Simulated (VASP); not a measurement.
Here is a VASP 6.6.1 calculation.

The input INCAR:

```
PREC     = Accurate       # precision mode
ENCUT    = 520            # plane-wave cutoff, eV
EDIFF    = 1E-6           # SCF threshold, eV
ISMEAR   = -1             # smearing method
SIGMA    = 0.05           # smearing width, eV
LREAL    = F              # projectors in reciprocal space
LASPH    = T              # aspherical terms in the spheres
NELM     = 150            # most SCF steps
ALGO     = Normal         # electronic algorithm
ISIF     = 2              # what is computed and relaxed
LWAVE    = F              # write WAVECAR
LCHARG   = F              # write CHGCAR
ISPIN    = 2              # spin polarisation
MAGMOM   = 0 1 0 0 0 0 0 0 0 0 # initial moments
LORBIT   = 11             # projections on sites
LMAXMIX  = 4              # l up to which the mixer works
GGA      = PS             # functional
NELECT   = 73.0         
NBANDS   = 56             # bands
```

KPOINTS

```
Automatic mesh
0
Gamma
  2 2 2
  0.5 0.5 0.5
```

File POSCAR:

```
BaZr2TaO6
1.0
    8.3619610000      0.0000000000      0.0000000000
    0.0000000000      4.1809800000      0.0000000000
    0.0000000000      0.0000000000      4.1809800000
Ba Ta Zr O
1 1 2 6
Direct
    0.0000830000      0.9972290000      0.0118420000
    0.4990030000      0.0020710000      0.0015820000
    0.2478110000      0.5038500000      0.4968570000
    0.7479920000      0.5059870000      0.5049590000
    0.2456070000      0.5012400000      0.0030050000
    0.7495160000      0.5018840000      0.9980070000
    0.9985260000      0.4951160000      0.4964150000
    0.4996620000      0.4990130000      0.4961250000
    0.2472160000      0.9989130000      0.4956410000
    0.7532350000      0.9912300000      0.5031190000
```

Potentials or basis: VASP PAW PBE potentials, release 64 (Ba_sv, Ta_pv, Zr_sv, O).

Run with:

```sh
$ cat potpaw_PBE.64/Ba_sv/POTCAR potpaw_PBE.64/Ta_pv/POTCAR potpaw_PBE.64/Zr_sv/POTCAR potpaw_PBE.64/O/POTCAR > POTCAR
$ mpirun -np 1 vasp_std > vasp.out
```

Q: Estimate the largest force.

A: 2.169 eV/Å.

Q: Predict the net moment.

A: 0.00 μB per cell.

Forces on the atoms (eV/Å):
```
Ba  -0.112  0.136 -0.341
Ta  -0.013  0.074  0.177
Zr  -0.441 -0.437  0.648
Zr   0.960 -1.301 -0.510
O    1.787 -0.004 -0.514
O   -1.824  0.013  0.577
O   -0.078 -0.055  0.053
O   -0.337 -0.125 -0.165
O    1.822  0.441 -0.004
O   -1.765  1.258  0.078
```

Caveat: the k points lie up to 0.75 Å⁻¹ apart; the cell carries a net charge on a neutralising background, which shifts energy and pressure; the PAW data sets were made with another functional, which shifts forces and pressure a little.
